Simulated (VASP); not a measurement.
# RbBr (Immm) in VASP: further runs

RbBr is run at these levels: HSE06, PBE; tasks: single point.

Everything below comes from runs of VASP 6.6.1. Logs are shortened: lines on timing, memory, paths and dates and some standing lists are left out, and cuts for length are marked.

**1. The cell of the first run**

It takes space group Immm (No. 71, orthorhombic). Conventional cell: a = 4.833 Å, b = 4.956 Å, c = 6.922 Å, α = 90.00°, β = 90.00°, γ = 90.00°. Rb (site symmetry mmm) has 6 Br at 3.46 Å within 4.5 Å. Within 4.5 Å of Br (site symmetry mmm) lie 6 Rb at 3.46 Å.

**2. Single point, HSE06 (shear xy strain +2.5%)**

Contents of POSCAR:

```
RbBr
1.0
    0.0432603263      3.4608261073      3.4608261073
    3.4608261073      0.0432603263      3.4608261073
    3.5040864336      3.5040864336      0.0000000000
Rb Br
1 1
Direct
    0.0000000000      0.0000000000      0.0000000000
    0.5000000000      0.5000000000      0.5000000000
```

Contents of INCAR.step1:

```
PREC = Accurate
ENCUT = 520
EDIFF = 1E-5
ISMEAR = 0
SIGMA = 0.01
LREAL = F
LASPH = T
NELM = 60
ALGO = Normal
ISIF = 2
LWAVE = T
LCHARG = F
NBANDS = 15
GGA = PE
```

Contents of INCAR.step2:

```
PREC = Accurate
ENCUT = 520
EDIFF = 1E-7
ISMEAR = 0
SIGMA = 0.01
LREAL = F
LASPH = T
NELM = 60
ALGO = Normal
ISIF = 2
LWAVE = F
LCHARG = F
GGA = PE
LHFCALC = T
HFSCREEN = 0.2079
PRECFOCK = Normal
NBANDS = 15
ISTART = 1
```

Contents of KPOINTS:

```
Automatic mesh
0
Gamma
  4 4 4
```

Potentials or basis: VASP PAW PBE potentials, release 64 (Rb_sv, Br).

Launch:

```console
$ cat potpaw_PBE.64/Rb_sv/POTCAR potpaw_PBE.64/Br/POTCAR > POTCAR
$ cp INCAR.step1 INCAR
$ mpirun -np 1 vasp_std > vasp.out
$ cp INCAR.step2 INCAR
$ mpirun -np 1 vasp_std > vasp.out
```

OUTCAR:

```text
PREC = Accurate
   ENCUT = 520
   EDIFF = 1E-7
   ISMEAR = 0
   LREAL = F
   LASPH = T
   NELM = 60
   ISIF = 2
   GGA = PE
   LHFCALC = T
   HFSCREEN = 0.2079
   PRECFOCK = Normal
   ISTART = 1

 ion  position               nearest neighbor table
   1  0.000  0.000  0.000-   2 3.46   2 3.46   2 3.46   2 3.46   2 3.46   2 3.46
   2  0.500  0.500  0.500-   1 3.46   1 3.46   1 3.46   1 3.46   1 3.46   1 3.46

  LATTYP: Found a body centered orthorhombic cell.
 ALAT       =     4.8331678778
 B/A-ratio  =     1.0253164557
 C/A-ratio  =     1.4321149999

  Lattice vectors:

 A1 = (   3.4608261073,   0.0432603263,  -3.4608261073)
 A2 = (  -3.4608261073,  -0.0432603263,  -3.4608261073)
 A3 = (   0.0432603263,   3.4608261073,   3.4608261073)

Analysis of symmetry for initial positions (statically):
=====================================================================
 Subroutine PRICEL returns:
 Original cell was already a primitive cell.

 Routine SETGRP: Setting up the symmetry group for a
 body centered orthorhombic supercell.

 Subroutine GETGRP returns: Found  8 space group operations
 (whereof  8 operations were pure point group operations)
 out of a pool of  8 trial point group operations.

The static configuration has the point symmetry D_2h.

Analysis of symmetry for dynamics (positions and initial velocities):
=====================================================================
 Subroutine PRICEL returns:
 Original cell was already a primitive cell.

 Routine SETGRP: Setting up the symmetry group for a
 body centered orthorhombic supercell.

 Subroutine GETGRP returns: Found  8 space group operations
 (whereof  8 operations were pure point group operations)
 out of a pool of  8 trial point group operations.

The dynamic configuration has the point symmetry D_2h.

 Subroutine INISYM returns: Found  8 space group operations
 (whereof  8 operations are pure point group operations),
 and found     1 'primitive' translations

----------------------------------------------------------------------------------------

                                     Primitive cell

  volume of cell :      82.8899

  direct lattice vectors                    reciprocal lattice vectors
     0.043260326  3.460826107  3.460826107    -0.146302963  0.146302963  0.144474176
     3.460826107  0.043260326  3.460826107     0.146302963 -0.146302963  0.144474176
     3.504086434  3.504086434  0.000000000     0.142690544  0.142690544 -0.144474176

  length of vectors
     4.894538400  4.894538400  4.955526558     0.252352732  0.252352732  0.248181325

  position of ions in fractional coordinates (direct lattice)
     0.000000000  0.000000000  0.000000000
     0.500000000  0.500000000  0.500000000

  ion indices of the primitive-cell ions
   primitive index   ion index
                 1           1
                 2           2

----------------------------------------------------------------------------------------

 KPOINTS: Automatic mesh

Automatic generation of k-mesh.
 Grid dimensions read from file:
 generate k-points for:    4    4    4

 Generating k-lattice:

  Cartesian coordinates                     Fractional coordinates (reciprocal lattice)
    -0.036575741  0.036575741  0.036118544     0.250000000 -0.000000000  0.000000000
     0.036575741 -0.036575741  0.036118544    -0.000000000  0.250000000  0.000000000
     0.035672636  0.035672636 -0.036118544     0.000000000  0.000000000  0.250000000

  Length of vectors
     0.063088183  0.063088183  0.062045331

  Shift w.r.t. Gamma in fractional coordinates (k-lattice)
     0.000000000  0.000000000  0.000000000

 Subroutine IBZKPT returns following result:
 ===========================================

 Found     18 irreducible k-points:

 Following reciprocal coordinates:
            Coordinates               Weight
  0.000000  0.000000  0.000000      1.000000
  0.250000  0.000000  0.000000      4.000000
  0.500000  0.000000  0.000000      2.000000
  0.250000  0.250000  0.000000      2.000000
  0.500000  0.250000  0.000000      4.000000
 -0.250000  0.250000  0.000000      2.000000
[... 10 lines left out ...]
  0.250000  0.250000  0.500000      2.000000
 -0.250000  0.250000  0.500000      2.000000
   k-points           NKPTS =     18   k-points in BZ     NKDIM =     64   number of bands    NBANDS=     15
   number of dos      NEDOS =    301   number of ions     NIONS =      2
   total plane-waves  NPLWV =  51840
   dimension x,y,z NGX =    36 NGY =   36 NGZ =   40
   dimension x,y,z NGXF=    72 NGYF=   72 NGZF=   80
   ions per type =               1   1
   NGX,Y,Z   is equivalent  to a cutoff of  12.23, 12.23, 13.42 a.u.
   NGXF,Y,Z  is equivalent  to a cutoff of  24.46, 24.46, 26.84 a.u.
 SYSTEM =  unknown system
   PREC   = accura    normal or accurate (medium, high low for compatibility)
   ISTART =      1    job   : 0-new  1-cont  2-samecut
   ICHARG =      0    charge: 1-file 2-atom 10-const
   ISPIN  =      1    spin polarized calculation?
   LNONCOLLINEAR =      F non collinear calculations
   LSORBIT =      F    spin-orbit coupling
   LASPH  =      T    aspherical Exc in radial PAW
   ENCUT  =  520.0 eV  38.22 Ry    6.18 a.u.   9.10  9.10  9.21*2*pi/ulx,y,z
   NELM   =     60;   NELMIN=  2; NELMDL=  0     # of ELM steps
   EDIFF  = 0.1E-06   stopping-criterion for ELM
   LREAL  =      F    real-space projection
   EDIFFG = 0.1E-05   stopping-criterion for IOM
   NSW    =      0    number of steps for IOM
   IBRION =     -1    ionic relax: 0-MD 1-quasi-New 2-CG
   NFREE  =      0    steps in history (QN), initial steepest desc. (CG)
   ISIF   =      2    stress and relaxation
   ISYM   =      3    0-nonsym 1-usesym 2-fastsym
   POTIM  = 0.5000    time-step for ionic-motion
   TEBEG  =    0.0;   TEEND  =   0.0 temperature during run
   PSTRESS=    0.0 pullay stress
   NELECT =      16.0000    total number of electrons
   NUPDOWN=      -1.0000    fix difference up-down
   EMIN   =  10.00;   EMAX   =-10.00  energy-range for DOS
   EFERMI =   0.00;   METHOD = LEGACY
   ISMEAR =     0;   SIGMA  =   0.01  broadening in eV -4-tet -1-fermi 0-gaus
   EFERMI_NEDOS =   21; number of points for ismear=-14 and -15
   IALGO  =     38    algorithm
   IMIX   =      1    mixing-type and parameters
     AMIX     =   0.40;   BMIX     =  1.00
     AMIX_MAG =   1.60;   BMIX_MAG =  1.00
  volume/ion in A,a.u.               =      41.44       279.68
  Fermi-wavevector in a.u.,A,eV,Ry     =   0.946123  1.787914 12.179242  0.895149
  Thomas-Fermi vector in A             =   2.074091
   LORBIT       =      0    0 simple, 1 ext, 2 COOP (PROOUT), +10 PAW based schemes
   GGA     = PE    functional components
   LHFCALC =     T    Hartree Fock is set to
   PRECFOCK=normal    Normal, Fast or Accurate (Low or Medium for compatibility)
   ENCUT4O =  -1.0   cutoff for four orbital integrals eV
   NKREDX  =     1    reduce k-point grid by
   NKREDY  =     1    reduce k-point grid by
   NKREDZ  =     1    reduce k-point grid by
   AEXX    =    0.2500 exact exchange contribution
   HFSCREEN=    0.2079 screening length (either q_TF or 0.3 A-1)
   HFSCREENC=   0.2079 screening length for correlation (either q_TF or 0.3 A-1)
   ENCUTFOCK=  -1.0 apply spherical cutoff to Coloumb kernel
   IVDW    =     0    specifies the selected vdW correction
   LEPSILON=     F    determine dielectric tensor
   LRPA    =     F    only Hartree local field effects (RPA)
 non-spin polarized calculation
 Gauss-broadening in eV      SIGMA  =   0.01
  energy-cutoff  :      520.00
  volume of cell :       82.89
 maximum number of plane-waves:      2245
  NGX = 28; NGY = 28; NGZ = 28

 number of electron      15.9999999 magnetization

 Free energy of the ion-electron system (eV)
  ---------------------------------------------------
  ext. energy  EPLUGINS =         0.00000000
  ---------------------------------------------------
  free energy    TOTEN  =        -7.07173152 eV

  energy without entropy =       -7.07173152  energy(sigma->0) =       -7.07173152

 E-fermi :  -2.6224     XC(G=0):  -5.9837

 val. band max:       -2.7106173928   @ k =   0.0000   0.0000   0.0000
 cond. band min:       2.7094918276   @ k =   0.0000   0.0000   0.0000
 fundamental gap:      5.4201092203
 Fermi energy:        -2.6224049645

 k-point     1 :       0.0000    0.0000    0.0000
  band No.  band energies     occupation
      1     -28.8885      2.00000
      2     -15.9028      2.00000
      3     -11.8014      2.00000
      4     -11.8012      2.00000
      5     -11.8008      2.00000
      6      -2.7508      2.00000
      7      -2.7322      2.00000
      8      -2.7106      2.00000
      9       2.7095      0.00000
     10       5.6967      0.00000
     11       5.7972      0.00000
     12       5.8987      0.00000
     13       6.7519      0.00000
     14       6.7554      0.00000
     15       9.3094      0.00000

 k-point     2 :       0.2500    0.0000    0.0000
  band No.  band energies     occupation
      1     -28.8839      2.00000
      2     -15.9177      2.00000
      3     -11.8051      2.00000
      4     -11.8027      2.00000
      5     -11.7785      2.00000
      6      -3.2625      2.00000
      7      -2.9343      2.00000
      8      -2.9060      2.00000
      9       3.9732      0.00000
     10       5.6277      0.00000
     11       6.4435      0.00000
     12       6.5824      0.00000
     13       7.6081      0.00000
     14       7.6295      0.00000
     15      10.9942      0.00000
[... 257 lines left out ...]
      3     -11.8779      2.00000
      4     -11.8068      2.00000
      5     -11.7576      2.00000
      6      -3.4857      2.00000
      7      -3.0236      2.00000
      8      -2.9898      2.00000
      9       5.0637      0.00000
     10       5.6270      0.00000
     11       7.2347      0.00000
     12       7.2469      0.00000
     13       7.8569      0.00000
     14       9.2771      0.00000
     15       9.5081      0.00000

 k-point    18 :      -0.2500    0.2500    0.5000
  band No.  band energies     occupation
      1     -28.8769      2.00000
      2     -15.8703      2.00000
      3     -11.9301      2.00000
      4     -11.9104      2.00000
      5     -11.7799      2.00000
      6      -3.2125      2.00000
      7      -3.1021      2.00000
      8      -3.0785      2.00000
      9       5.5118      0.00000
     10       5.5130      0.00000
     11       6.7280      0.00000
     12       7.1395      0.00000
     13       9.5133      0.00000
     14       9.5456      0.00000
     15       9.6095      0.00000

------------------------ aborting loop because EDIFF is reached ----------------------------------------

  FORCE on cell =-STRESS in cart. coord.  units (eV):
  Direction    XX          YY          ZZ          XY          YZ          ZX
  --------------------------------------------------------------------------------------
  -------------------------------------------------------------------------------------
  Total        0.1654615      0.1654615      0.1641882     -0.0538197      0.0000000      0.0000000
  in kB        3.1982042      3.1982042      3.1735926     -1.0402795      0.0000000      0.0000000
  external PRESSURE =       3.1900003 kB  Pullay stress =       0.0000000 kB

 VOLUME and BASIS-vectors are now :
 -----------------------------------------------------------------------------
  energy-cutoff  :      520.00
  volume of cell :       82.89
      direct lattice vectors                 reciprocal lattice vectors
     0.043260326  3.460826107  3.460826107    -0.146302963  0.146302963  0.144474176
     3.460826107  0.043260326  3.460826107     0.146302963 -0.146302963  0.144474176
     3.504086434  3.504086434  0.000000000     0.142690544  0.142690544 -0.144474176

 POSITION                                       TOTAL-FORCE (eV/Angst)
 -----------------------------------------------------------------------------------
      0.00000      0.00000      0.00000         0.000000      0.000000     -0.000000
      3.50409      3.50409      3.46083         0.000000      0.000000      0.000000
 -----------------------------------------------------------------------------------
    total drift:                                0.000000      0.000000     -0.000000

  FREE ENERGIE OF THE ION-ELECTRON SYSTEM (eV)
  ---------------------------------------------------
  free  energy   TOTEN  =        -7.0717315168 eV

  energy  without entropy=       -7.0717315168  energy(sigma->0) =       -7.07173152
```

Wall time 25 min (1 thread of Intel Xeon Platinum 8259CL at 2.50GHz (Skylake/Cascade Lake), shared host); peak memory 0.35 GiB.

Results:

| Quantity | Value |
| --- | --- |
| Free energy | -7.0717 eV |
| Pressure | 0.3 GPa |
| Band gap on the k mesh | 5.42 eV |

Stress tensor (GPa, compression positive):
```
 0.32 -0.10  0.00
-0.10  0.32  0.00
 0.00  0.00  0.32
```

Caveat: the cell differs from its parent crystal (shear xy strain +2.5%); the PAW data sets were made with another functional, which shifts forces and pressure a little.

(Part 1 of 2 ends here.)
